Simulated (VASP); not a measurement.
AlP5, 6 atoms in the cell. Symmetry: P6/mmm, No. 191, hexagonal system. The conventional cell has a = 4.764 Å, b = 4.764 Å, c = 4.963 Å, α = 90.00°, β = 90.00°, γ = 120.00°. Within 3.6 Å of Al (site symmetry 6/mmm) lie 18 P at 2.75 to 3.44 Å. Within 3.1 Å of P (site symmetry mmm) lie 8 P at 2.38 to 2.84 Å. P (site symmetry -6m2) has 9 P at 2.75 to 2.84 Å and 3 Al at 2.75 Å within 3.6 Å. 

* Program: VASP 6.6.1
* Task: single point
* Functional: PBE
* Potentials or basis: VASP PAW PBE potentials, release 64 (Al, P)
* Cutoff: 520 eV
* k mesh: 12 × 12 × 10
* Occupations: gaussian, width 0.1 eV
* Spin: no spin polarisation
* Dipole correction: no
* Further INCAR settings: ALGO = Normal; EDIFF = 1e-07; NBANDS = 23

Potentials or basis: VASP PAW PBE potentials, release 64 (Al, P).

Run with:

```sh
$ cat potpaw_PBE.64/Al/POTCAR potpaw_PBE.64/P/POTCAR > POTCAR
$ mpirun -np 1 vasp_std > vasp.out
```

Hardware: 1 thread of AMD EPYC 7R43 64-Core Processor (Zen 3), with other jobs on the host.

Problem. How long does it take, and how much memory?

Solution. Wall time 3.8 min on 1 thread of AMD EPYC 7R43 64-Core Processor (Zen 3) (shared host), peak memory 0.3 GiB. Counts: scf iterations 14, k points 114.
